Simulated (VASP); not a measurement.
MnAs:

```
As Mn
1.0
     3.71000    0.00000    0.00000
    -1.85500    3.21295    0.00000
     0.00000    0.00000    5.69100
As Mn
2 2
Direct
  0.66667 0.33333 0.75000
  0.33333 0.66667 0.25000
  0.00000 0.00000 0.50000
  0.00000 0.00000 0.00000
```

* Program: VASP 6.6.1
* Task: relaxation of cell and atoms
* Functional: RPBE
* Dispersion: D4
* Potentials or basis: VASP PAW PBE potentials, release 64 (As, Mn_pv)
* Cutoff: 600 eV
* k mesh: 8 × 8 × 5
* Occupations: fermi-dirac, width 0.05 eV
* Spin: collinear spin, ferromagnetic start
* Starting moments: [0.0, 0.0, 4.0, 4.0] μB

At the start: pressure -7.2 GPa; volume 16.96 Å³/atom.

Question: How do energy, volume and symmetry change on relaxing?

Answer: Over 7 steps the energy falls by 52.6 meV/atom and the volume is 15.01 Å³/atom (-11.5 %); space group P6_3/mmc (No. 194, to 0.1 Å) before and after; moment 5.28 μB per cell.

Step by step:
| step | energy change (eV) | largest force (eV/Å) | pressure (GPa) | volume (Å³) |
| --- | --- | --- | --- | --- |
| 1 | 0.0000 | 0.0000 | -7.23 | 67.84 |
| 2 | -0.2083 | 0.0000 | -0.84 | 60.60 |
| 3 | -0.2096 | 0.0000 | 0.04 | 60.06 |
| 4 | -0.2095 | 0.0000 | -0.22 | 60.21 |
| 5 | -0.2100 | 0.0000 | -0.12 | 60.16 |
| 6 | -0.2104 | 0.0000 | 0.05 | 60.07 |
| 7 | -0.2105 | 0.0000 | 0.08 | 60.05 |

Final structure:
```cif
data_structure
_symmetry_space_group_name_H-M 'P 1'
_symmetry_Int_Tables_number 1
_cell_length_a 3.5642
_cell_length_b 3.5642
_cell_length_c 5.4586
_cell_angle_alpha 90.000
_cell_angle_beta 90.000
_cell_angle_gamma 120.000
_cell_volume 60.05
loop_
_atom_site_label
_atom_site_type_symbol
_atom_site_fract_x
_atom_site_fract_y
_atom_site_fract_z
_atom_site_occupancy
As1 As 0.66667 0.33333 0.75000 1
As2 As 0.33333 0.66667 0.25000 1
Mn1 Mn 0.00000 0.00000 0.50000 1
Mn2 Mn 0.00000 0.00000 0.00000 1
```

Caveat: the PAW data sets were made with another functional, which shifts forces and pressure a little; only a ferromagnetic start was run, and an antiferromagnetic order may lie lower in energy.
